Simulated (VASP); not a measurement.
Ba, 1 atom in the cell. The cell holds a sublattice, 1 atom: a = 6.014 Å, b = 6.014 Å, c = 6.014 Å, α = 60.00°, β = 60.00°, γ = 60.00°. 

```yaml
Program: VASP 6.6.1
Task: single point
Functional: PBE
Potentials_or_basis: VASP PAW PBE potentials, release 64 (Ba_sv)
Cutoff: 400 eV
k_mesh: 6 × 6 × 6
Occupations: gaussian, width 0.1 eV
Spin: no spin polarisation
Dipole_correction: no
Further_INCAR_settings: ALGO = Normal; EDIFF = 1e-06; NBANDS = 11
```

Potentials or basis: VASP PAW PBE potentials, release 64 (Ba_sv).

The run is started by

```sh
$ cat potpaw_PBE.64/Ba_sv/POTCAR > POTCAR
$ mpirun -np 1 vasp_std > vasp.out
```

Hardware: 1 thread of Intel Xeon 8259CL, with other jobs on the host.

Problem. Estimate the wall time of this run.

Solution. It took 29 s on 1 thread of Intel Xeon 8259CL, with other jobs on the host, peak memory 0.23 GiB. Counts: scf iterations 12, k points 16.
